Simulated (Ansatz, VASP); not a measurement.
## Two plane-wave programs on Ca

File INCAR:

```
PREC = Accurate
ENCUT = 500
EDIFF = 1E-6
ISMEAR = 0
SIGMA = 0.1
LREAL = False
LASPH = True
NELM = 120
ALGO = Normal
ISIF = 2
LWAVE = False
LCHARG = False
GGA = PS
NBANDS = 11
GGA_COMPAT = False
```

KPOINTS

```
Automatic mesh
0
Gamma
  6 6 6
```

File POSCAR:

```
Ca
1.0
    3.4132348548      0.0000000000      0.0000000000
   -1.7066174274      2.9559480933      0.0000000000
    0.0000000000      0.0000000000      3.4071227095
Ca
1
Direct
    0.0000000000      0.0000000000      0.0000000000
```

Input for Ansatz:

```yaml
crystal:
  lattice:
    - [3.4132348548, 0.0, 0.0]
    - [-1.7066174274, 2.9559480933, 0.0]
    - [0.0, 0.0, 3.4071227095]
  atoms:
    - { symbol: Ca, position: [0.0, 0.0, 0.0] }
basis:
  ecutwfc: 420
kpoints:
  mp_grid: { grid: [6, 6, 6] }
hamiltonian:
  xc: pbesol
scf:
  occupations: { method: gaussian, width: 0.1 }
output:
  forces: true
  stress: true
  eigenvalues: true
```

Alike in both runs: task single point; functional PBEsol; k mesh 6 × 6 × 6; occupations gaussian, width 0.1 eV; no spin polarisation.

|  | VASP | Ansatz |
| --- | --- | --- |
| version | VASP 6.6.1 | Ansatz 0.2.0 |
| potentials or method | VASP PAW PBE potentials, release 64 (Ca_sv), cutoff 500 eV | scalar-relativistic, plane waves, PAW |
| valence electrons in the cell | 10 | 10 |

VASP gave:

- gap on the k mesh at the Fermi level (eV): none
- pressure (GPa): 3.3
- traceless stress, the component that is largest in VASP (GPa): -5.20

**Question.** Which values does Ansatz return?

**Answer.** gap on the k mesh at the Fermi level (eV): none; pressure (GPa): 3.3; traceless stress, the component that is largest in VASP (GPa): -5.21.

VASP's potentials were made for PBE, not for PBEsol. A gap of «none» marks a metal or a gap that the smearing closes.
